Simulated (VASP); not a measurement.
A run of VASP 6.6.1:

Contents of INCAR:

```
SYSTEM = P
  PREC = Accurate
  ENCUT = 520
  EDIFF = 1E-7
  ISMEAR = 0
  SIGMA = 0.1
  LREAL = .FALSE.
  LASPH = .TRUE.
  NELM = 100
  ALGO = Normal
  ISIF = 2
  LWAVE = .FALSE.
  LCHARG = .FALSE.
  GGA = PS
  NBANDS = 8
```

KPOINTS

```
Automatic mesh
0
G
  10 10 10
  0 0 0
```

File POSCAR:

```
P
1.0
    2.4195652137      0.0000000000      0.0000000000
    0.0000000000      2.4195652137      0.0000000000
    0.0000000000      0.0000000000      2.4196217998
P
1
Direct
    0.0000000000      0.0000000000      0.0000000000
```

Potentials or basis: VASP PAW PBE potentials, release 64 (P).

Run with:

```console
$ cat potpaw_PBE.64/P/POTCAR > POTCAR
$ mpirun -np 1 vasp_std > vasp.out
```

Hardware: 1 thread of Intel(R) Xeon(R) Platinum 8259CL CPU @ 2.50GHz (Skylake/Cascade Lake), with other jobs on the host.

Problem. Estimate the wall time of this run.

Solution. Run time: 6.2 s on 1 thread of Intel(R) Xeon(R) Platinum 8259CL CPU @ 2.50GHz (Skylake/Cascade Lake), with other jobs on the host, peak memory 0.12 GiB. Counts: scf iterations 10, k points 126.
